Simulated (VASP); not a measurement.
# MnS (F-43m) in VASP: further runs

The runs below take MnS through single point, with PBEsol+U.

All numbers are computed with VASP 6.6.1; they aren't measurements. Logs are shortened: lines on timing, memory, paths and dates and some standing lists are left out, and cuts for length are marked.

## Step 1: The cell of the first run

Symmetry: F-43m, No. 216, cubic system. The conventional cell has a = 5.620 Å, b = 5.620 Å, c = 5.620 Å, α = 90.00°, β = 90.00°, γ = 90.00°. Mn (site symmetry -43m) has 4 S at 2.43 Å within 3.2 Å. Within 3.2 Å of S (site symmetry -43m) lie 4 Mn at 2.43 Å.

## Step 2: Single point, PBEsol+U, collinear spin, ferromagnetic start

INCAR

```
SYSTEM = MnS
ALGO = Normal ; EDIFF = 1E-6
ENCUT = 520 ; GGA = PS
ISIF = 2 ; ISMEAR = -1
ISPIN = 2 ; LASPH = .TRUE.
LCHARG = .TRUE. ; LDAU = .TRUE.
LDAUJ = 0 0 ; LDAUL = 2 -1
LDAUPRINT = 1 ; LDAUTYPE = 2
LDAUU = 2 0 ; LELF = .TRUE.
LMAXMIX = 4 ; LORBIT = 11
LREAL = .FALSE. ; LVHAR = .TRUE.
LWAVE = .FALSE. ; MAGMOM = 4 0
NBANDS = 20 ; NELM = 150
PREC = Accurate ; SIGMA = 0.05
```

KPOINTS

```
k-points
0
G
  9 9 9
  0 0 0
```

POSCAR

```
MnS
1.0
    0.0000000000      2.8099823506      2.8099823506
    2.8099823506      0.0000000000      2.8099823506
    2.8099823506      2.8099823506      0.0000000000
Mn S
1 1
Direct
    0.0000000000      0.0000000000      0.0000000000
    0.7500000000      0.7500000000      0.7500000000
```

Potentials or basis: VASP PAW PBE potentials, release 64 (Mn_pv, S).

Command:

```bash
> cat potpaw_PBE.64/Mn_pv/POTCAR potpaw_PBE.64/S/POTCAR > POTCAR
> mpirun -np 1 vasp_std > vasp.out
```

OUTCAR:

```text
SYSTEM = MnS
   EDIFF = 1E-6
   ENCUT = 520
   GGA = PS
   ISIF = 2
   ISMEAR = -1
   ISPIN = 2
   LASPH = .TRUE.
   LORBIT = 11
   LREAL = .FALSE.
   NELM = 150
   PREC = Accurate

 ion  position               nearest neighbor table
   1  0.000  0.000  0.000-   2 2.43   2 2.43   2 2.43   2 2.43
   2  0.750  0.750  0.750-   1 2.43   1 2.43   1 2.43   1 2.43

  LATTYP: Found a face centered cubic cell.
 ALAT       =     5.6199647012

  Lattice vectors:

 A1 = (   0.0000000000,   2.8099823506,   2.8099823506)
 A2 = (   2.8099823506,   0.0000000000,   2.8099823506)
 A3 = (   2.8099823506,   2.8099823506,   0.0000000000)

Analysis of symmetry for initial positions (statically):
=====================================================================
 Subroutine PRICEL returns:
 Original cell was already a primitive cell.

 Routine SETGRP: Setting up the symmetry group for a
 face centered cubic supercell.

 Subroutine GETGRP returns: Found 24 space group operations
 (whereof 24 operations were pure point group operations)
 out of a pool of 48 trial point group operations.

The static configuration has the point symmetry T_d .

Analysis of symmetry for dynamics (positions and initial velocities):
=====================================================================
 Subroutine PRICEL returns:
 Original cell was already a primitive cell.

 Routine SETGRP: Setting up the symmetry group for a
 face centered cubic supercell.

 Subroutine GETGRP returns: Found 24 space group operations
 (whereof 24 operations were pure point group operations)
 out of a pool of 48 trial point group operations.

The dynamic configuration has the point symmetry T_d .

Analysis of structural, dynamic, and magnetic symmetry:
=====================================================================
 Subroutine PRICEL returns:
 Original cell was already a primitive cell.

 Routine SETGRP: Setting up the symmetry group for a
 face centered cubic supercell.

 Subroutine GETGRP returns: Found 24 space group operations
 (whereof 24 operations were pure point group operations)
 out of a pool of 48 trial point group operations.

The overall configuration has the point symmetry T_d .

 Subroutine INISYM returns: Found 24 space group operations
 (whereof 24 operations are pure point group operations),
 and found     1 'primitive' translations

----------------------------------------------------------------------------------------

                                     Primitive cell

  volume of cell :      44.3752

  direct lattice vectors                    reciprocal lattice vectors
     0.000000000  2.809982351  2.809982351    -0.177937061  0.177937061  0.177937061
     2.809982351  0.000000000  2.809982351     0.177937061 -0.177937061  0.177937061
     2.809982351  2.809982351  0.000000000     0.177937061  0.177937061 -0.177937061

  length of vectors
     3.973915150  3.973915150  3.973915150     0.308196030  0.308196030  0.308196030

  position of ions in fractional coordinates (direct lattice)
     0.000000000  0.000000000  0.000000000
     0.750000000  0.750000000  0.750000000

  ion indices of the primitive-cell ions
   primitive index   ion index
                 1           1
                 2           2

----------------------------------------------------------------------------------------

 KPOINTS: k-points

Automatic generation of k-mesh.
 Grid dimensions read from file:
 generate k-points for:    9    9    9

 Generating k-lattice:

[... 61 lines left out ...]
   EDIFF  = 0.1E-05   stopping-criterion for ELM
   LREAL  =      F    real-space projection
   EDIFFG = 0.1E-04   stopping-criterion for IOM
   NSW    =      0    number of steps for IOM
   IBRION =     -1    ionic relax: 0-MD 1-quasi-New 2-CG
   NFREE  =      0    steps in history (QN), initial steepest desc. (CG)
   ISIF   =      2    stress and relaxation
   ISYM   =      2    0-nonsym 1-usesym 2-fastsym
   POTIM  = 0.5000    time-step for ionic-motion
   TEBEG  =    0.0;   TEEND  =   0.0 temperature during run
   PSTRESS=    0.0 pullay stress
   NELECT =      19.0000    total number of electrons
   NUPDOWN=      -1.0000    fix difference up-down
   EMIN   =  10.00;   EMAX   =-10.00  energy-range for DOS
   EFERMI =   0.00;   METHOD = LEGACY
   ISMEAR =    -1;   SIGMA  =   0.05  broadening in eV -4-tet -1-fermi 0-gaus
   EFERMI_NEDOS =   21; number of points for ismear=-14 and -15
   IALGO  =     38    algorithm
   IMIX   =      4    mixing-type and parameters
     AMIX     =   0.40;   BMIX     =  1.00
     AMIX_MAG =   1.60;   BMIX_MAG =  1.00
  volume/ion in A,a.u.               =      22.19       149.73
  Fermi-wavevector in a.u.,A,eV,Ry     =   1.233898  2.331728 20.714914  1.522503
  Thomas-Fermi vector in A             =   2.368609
   LORBIT       =     11    0 simple, 1 ext, 2 COOP (PROOUT), +10 PAW based schemes
 LDA+U is selected, type is set to LDAUTYPE =  2
   angular momentum for each species LDAUL =     2   -1
   U (eV)           for each species LDAUU =   2.0  0.0
   J (eV)           for each species LDAUJ =   0.0  0.0
   GGA     = PS    functional components
   LHFCALC =     F    Hartree Fock is set to
   AEXX    =    0.0000 exact exchange contribution
   IVDW    =     0    specifies the selected vdW correction
   LEPSILON=     F    determine dielectric tensor
   LRPA    =     F    only Hartree local field effects (RPA)
 spin polarized calculation
  energy-cutoff  :      520.00
  volume of cell :       44.38
 maximum number of plane-waves:      1243
 NGX is ok and might be reduce to    30
   NGX = 15   NGY = 15   NGZ = 15

atom =   1  type =  1  l = 2

 onsite density matrix

spin component  1

  0.9297 -0.0000 -0.0000  0.0000  0.0000
 -0.0000  0.9297  0.0000 -0.0000 -0.0000
 -0.0000  0.0000  0.9243 -0.0000 -0.0000
  0.0000 -0.0000 -0.0000  0.9297 -0.0000
  0.0000 -0.0000 -0.0000 -0.0000  0.9243

spin component  2

  0.0732  0.0000  0.0000 -0.0000 -0.0000
  0.0000  0.0732 -0.0000 -0.0000  0.0000
  0.0000 -0.0000  0.0204 -0.0000  0.0000
 -0.0000 -0.0000 -0.0000  0.0732  0.0000
 -0.0000  0.0000  0.0000  0.0000  0.0204

 occupancies and eigenvectors

  o =  0.0204  v =  0.0000  0.0000  0.0000  0.0000  0.0000  0.0000 -0.0000 -0.9857  0.0000  0.1684      0.0000  0.0000  0.0000  0.0000  0.0000  0.0000  0.0000  0.0000  0.0000  0.0000
  o =  0.0204  v =  0.0000  0.0000  0.0000  0.0000  0.0000  0.0000 -0.0000  0.1684 -0.0000  0.9857      0.0000  0.0000  0.0000  0.0000  0.0000  0.0000  0.0000  0.0000  0.0000  0.0000
  o =  0.0732  v =  0.0000  0.0000  0.0000  0.0000  0.0000  1.0000  0.0000  0.0000  0.0000  0.0000      0.0000  0.0000  0.0000  0.0000  0.0000  0.0000  0.0000  0.0000  0.0000  0.0000
  o =  0.0732  v =  0.0000  0.0000  0.0000  0.0000  0.0000  0.0000  0.9998 -0.0000 -0.0176  0.0000      0.0000  0.0000  0.0000  0.0000  0.0000  0.0000  0.0000  0.0000  0.0000  0.0000
  o =  0.0732  v =  0.0000  0.0000  0.0000  0.0000  0.0000  0.0000  0.0176  0.0000  0.9998  0.0000      0.0000  0.0000  0.0000  0.0000  0.0000  0.0000  0.0000  0.0000  0.0000  0.0000
  o =  0.9243  v =  0.0000  0.0000  0.1926 -0.0000  0.9813  0.0000  0.0000  0.0000  0.0000  0.0000      0.0000  0.0000  0.0000  0.0000  0.0000  0.0000  0.0000  0.0000  0.0000  0.0000
  o =  0.9243  v =  0.0000  0.0000  0.9813 -0.0000 -0.1926  0.0000  0.0000  0.0000  0.0000  0.0000      0.0000  0.0000  0.0000  0.0000  0.0000  0.0000  0.0000  0.0000  0.0000  0.0000
  o =  0.9297  v =  1.0000  0.0000  0.0000  0.0000  0.0000  0.0000  0.0000  0.0000  0.0000  0.0000      0.0000  0.0000  0.0000  0.0000  0.0000  0.0000  0.0000  0.0000  0.0000  0.0000
  o =  0.9297  v =  0.0000 -0.0416 -0.0000 -0.9991  0.0000  0.0000  0.0000  0.0000  0.0000  0.0000      0.0000  0.0000  0.0000  0.0000  0.0000  0.0000  0.0000  0.0000  0.0000  0.0000
  o =  0.9297  v =  0.0000  0.9991 -0.0000 -0.0416 -0.0000  0.0000  0.0000  0.0000  0.0000  0.0000      0.0000  0.0000  0.0000  0.0000  0.0000  0.0000  0.0000  0.0000  0.0000  0.0000

 number of electron      18.9999987 magnetization       4.9998406

 Free energy of the ion-electron system (eV)
  ---------------------------------------------------
  ext. energy  EPLUGINS =         0.00000000
  ---------------------------------------------------
  free energy    TOTEN  =       -14.11535579 eV

  energy without entropy =      -14.11529860  energy(sigma->0) =      -14.11532719

 E-fermi :   4.4675     XC(G=0):  -9.4507

 val. band max:        4.2465701851   @ k =   0.0000   0.0000   0.0000
 cond. band min:       4.7726924745   @ k =   0.4444   0.4444   0.0000
 fundamental gap:      0.5261222894
 Fermi energy:         4.4675002445

 spin component 1

 k-point     1 :       0.0000    0.0000    0.0000
  band No.  band energies     occupation
      1     -46.3868      1.00000
      2     -46.3868      1.00000
      3     -46.3868      1.00000
      4      -9.4177      1.00000
      5      -1.0615      1.00000
      6      -1.0615      1.00000
[... 1097 lines left out ...]
     19      18.3173      0.00000
     20      18.3173      0.00000

 [... further k-points ...]

------------------------ aborting loop because EDIFF is reached ----------------------------------------

  FORCE on cell =-STRESS in cart. coord.  units (eV):
  Direction    XX          YY          ZZ          XY          YZ          ZX
  --------------------------------------------------------------------------------------
  -------------------------------------------------------------------------------------
  Total        0.0293670      0.0293670      0.0293670      0.0000000      0.0000000      0.0000000
  in kB        1.0603016      1.0603016      1.0603016      0.0000000      0.0000000      0.0000000
  external PRESSURE =       1.0603016 kB  Pullay stress =       0.0000000 kB

 VOLUME and BASIS-vectors are now :
 -----------------------------------------------------------------------------
  energy-cutoff  :      520.00
  volume of cell :       44.38
      direct lattice vectors                 reciprocal lattice vectors
     0.000000000  2.809982351  2.809982351    -0.177937061  0.177937061  0.177937061
     2.809982351  0.000000000  2.809982351     0.177937061 -0.177937061  0.177937061
     2.809982351  2.809982351  0.000000000     0.177937061  0.177937061 -0.177937061

 POSITION                                       TOTAL-FORCE (eV/Angst)
 -----------------------------------------------------------------------------------
      0.00000      0.00000      0.00000         0.000000      0.000000      0.000000
      4.21497      4.21497      4.21497        -0.000000     -0.000000     -0.000000
 -----------------------------------------------------------------------------------
    total drift:                                0.000000      0.000000      0.000000

  FREE ENERGIE OF THE ION-ELECTRON SYSTEM (eV)
  ---------------------------------------------------
  free  energy   TOTEN  =       -14.1153557904 eV

  energy  without entropy=      -14.1152985980  energy(sigma->0) =      -14.11532719

 total charge

# of ion       s       p       d       tot
------------------------------------------
    1        0.265   6.216   4.879  11.361
    2        1.308   2.444   0.000   3.752
--------------------------------------------------
tot          1.573   8.661   4.879  15.113

 magnetization (x)

# of ion       s       p       d       tot
------------------------------------------
    1        0.048   0.063   4.368   4.479
    2        0.008   0.047   0.000   0.055
--------------------------------------------------
tot          0.056   0.110   4.368   4.534
```

Wall time 56 s (1 thread of Intel Xeon 6975P-C (Granite Rapids), shared host); peak memory 0.21 GiB.

What came out:

```yaml
Free_energy: -14.1154 eV
Pressure: 0.1 GPa
Band_gap_on_the_k_mesh: 0.53 eV (least direct gap 0.90 eV)
Net_moment: 5.00 μB per cell
Site_moments: Mn +4.48; S +0.06 μB
Valence_electrons_inside_the_program's_atomic_spheres: Mn 11.36; S 3.75
```

Eigenvalues of the final occupation matrices:
```tsv
site	spin	trace	eigenvalues
site 1 d	1	4.64	0.92 0.92 0.93 0.93 0.93
site 1 d	2	0.26	0.02 0.02 0.07 0.07 0.07
```

Caveat: the PAW data sets were made with another functional, which shifts forces and pressure a little; an odd mesh through Γ misses points on the zone boundary, where band edges can lie; a cell with one magnetic atom can't hold antiferromagnetic order, which such compounds often take.

## Step 3: Single point, PBEsol+U, collinear spin, ferromagnetic start

This run uses another cell than the first one, of 22.47 Å³/atom.

INCAR

```
PREC = Accurate ; ENCUT = 520
EDIFF = 1E-6 ; ISMEAR = -1
SIGMA = 0.05 ; LREAL = False
LASPH = True ; NELM = 150
ALGO = Normal ; ISIF = 2
LWAVE = False ; LCHARG = False
ISPIN = 2 ; MAGMOM = 4 0
LORBIT = 11 ; LMAXMIX = 4
LDAU = True ; LDAUTYPE = 2
LDAUL = 2 -1 ; LDAUU = 3 0
LDAUJ = 0 0 ; LDAUPRINT = 1
GGA = PS ; NBANDS = 20
```

KPOINTS

```
Automatic mesh
0
Gamma
  9 9 9
```

POSCAR

```
MnS
1.0
    0.0000000000      2.8219894304      2.8219894304
    2.8219894304      0.0000000000      2.8219894304
    2.8219894304      2.8219894304      0.0000000000
Mn S
1 1
Direct
    0.0000000000      0.0000000000      0.0000000000
    0.7500000000      0.7500000000      0.7500000000
```

Potentials or basis: VASP PAW PBE potentials, release 64 (Mn_pv, S).

Command:

```bash
> cat potpaw_PBE.64/Mn_pv/POTCAR potpaw_PBE.64/S/POTCAR > POTCAR
> mpirun -np 1 vasp_std > vasp.out
```

It took 48 s on 1 thread of Intel Xeon 6975P-C (Granite Rapids), shared host; peak memory 0.21 GiB.

The run converged. Its results:

| Item | Value |
| --- | --- |
| Free energy | -13.8388 eV |
| Pressure | 0.1 GPa |
| Band gap on the k mesh | 0.93 eV (least direct gap 1.04 eV) |
| Net moment | 5.00 μB per cell |
| Site moments | Mn +4.53; S +0.04 μB |
| Valence electrons inside the program's atomic spheres | Mn 11.35; S 3.75 |

Levels at points of the mesh, in eV from the valence-band top:
Spin up:
```
           k point  band 8  band 9  band 10  band 11  band 12  band 13  band 14  band 15  band 16  band 17
(0.00, 0.00, 0.00)   -4.23   -4.23     0.00     0.00     0.00     1.04     6.00     6.00     6.00    10.67
```
Spin down:
```csv
k point,band 3,band 4,band 5,band 6,band 7,band 8,band 9,band 10,band 11,band 12
"(0.00, 0.00, 0.00)",-45.74,-13.13,-2.62,-2.62,-2.62,2.00,2.31,2.31,4.25,4.25
```

Eigenvalues of the final occupation matrices:
```tsv
site	spin	trace	eigenvalues
site 1 d	1	4.66	0.93 0.93 0.93 0.93 0.93
site 1 d	2	0.23	0.02 0.02 0.06 0.06 0.06
```

Caveat: the PAW data sets were made with another functional, which shifts forces and pressure a little; an odd mesh through Γ misses points on the zone boundary, where band edges can lie; a cell with one magnetic atom can't hold antiferromagnetic order, which such compounds often take.
